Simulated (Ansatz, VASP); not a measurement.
P: VASP beside Ansatz

The input INCAR:

```
PREC     = Accurate       # precision mode
ENCUT    = 520            # plane-wave cutoff, eV
EDIFF    = 1E-7           # SCF threshold, eV
ISMEAR   = 0              # smearing method
SIGMA    = 0.1            # smearing width, eV
LREAL    = False          # projectors in reciprocal space
LASPH    = True           # aspherical terms in the spheres
NELM     = 80             # most SCF steps
ALGO     = Normal         # electronic algorithm
ISIF     = 2              # what is computed and relaxed
LWAVE    = False          # write WAVECAR
LCHARG   = False          # write CHGCAR
GGA      = PE             # functional
NBANDS   = 12             # bands
```

Contents of KPOINTS:

```
Automatic mesh
0
Gamma
  15 15 15
```

File POSCAR:

```
P
1.0
    1.6974069678      0.9799983698      3.1476377144
   -1.6974069678      0.9799983698      3.1476377144
    0.0000000000     -1.9599967395      3.1476377144
P
2
Direct
    0.2275400000      0.2275400000      0.2275400000
    0.7724600000      0.7724600000      0.7724600000
```

Input for Ansatz:

```yaml
crystal:
  lattice:
    - [1.6974069678, 0.9799983698, 3.1476377144]
    - [-1.6974069678, 0.9799983698, 3.1476377144]
    - [0.0, -1.9599967395, 3.1476377144]
  atoms:
    - { symbol: P, position: [0.22754, 0.22754, 0.22754] }
    - { symbol: P, position: [0.77246, 0.77246, 0.77246] }
basis:
  ecutwfc: 420
kpoints:
  mp_grid: { grid: [15, 15, 15] }
hamiltonian:
  xc: pbe
scf:
  occupations: { method: gaussian, width: 0.1 }
output:
  forces: true
  stress: true
  eigenvalues: true
```

Alike in both runs: task single point; functional PBE; k mesh 15 × 15 × 15; occupations gaussian, width 0.1 eV; no spin polarisation.

```csv
,VASP,Ansatz
version,VASP 6.6.1,Ansatz 0.2.0
potentials or method,"VASP PAW PBE potentials, release 64 (P), cutoff 520 eV","scalar-relativistic, plane waves, PAW"
valence electrons in the cell,10,10
```

VASP gave:

* gap on the k mesh at the Fermi level (eV): none
* pressure (GPa): 4.4
* traceless stress, the component that is largest in VASP (GPa): -2.53
* rms of the force components (eV/Å): 0.174

Question: Estimate Ansatz's values.

Answer: gap on the k mesh at the Fermi level (eV): none; pressure (GPa): 4.7; traceless stress, the component that is largest in VASP (GPa): -2.69; rms of the force components (eV/Å): 0.208.

Atom by atom the forces differ by 0.034 eV/Å (rms over components). A gap of «none» marks a metal or a gap that the smearing closes.
